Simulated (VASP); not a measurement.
Mg, 2 atoms in the cell. Symmetry: P6_3/mmc, No. 194, hexagonal system. Conventional cell: a = 3.219 Å, b = 3.219 Å, c = 5.164 Å, α = 90.00°, β = 90.00°, γ = 120.00°. Mg (site symmetry -6m2) has 12 Mg at 3.18 to 3.22 Å within 4.2 Å. 

| Property | Result |
| --- | --- |
| Program | VASP 6.6.1 |
| Task | single point |
| Functional | PBEsol |
| Potentials or basis | VASP PAW PBE potentials, release 64 (Mg) |
| Cutoff | 520 eV |
| k mesh | 18 × 18 × 8 |
| Occupations | gaussian, width 0.1 eV |
| Spin | no spin polarisation |
| Dipole correction | no |
| Further INCAR settings | ALGO = Normal; EDIFF = 1e-07; NBANDS = 9 |

Potentials or basis: VASP PAW PBE potentials, release 64 (Mg).

Run with:

```console
$ cat potpaw_PBE.64/Mg/POTCAR > POTCAR
$ mpirun -np 1 vasp_std > vasp.out
```

Hardware: 1 thread of Intel Xeon 8259CL (shared host).

Task: How long does it take, and how much memory?

Result: It took 47 s on 1 thread of Intel Xeon 8259CL (shared host), peak memory 0.21 GiB. Counts: scf iterations 11, k points 185.
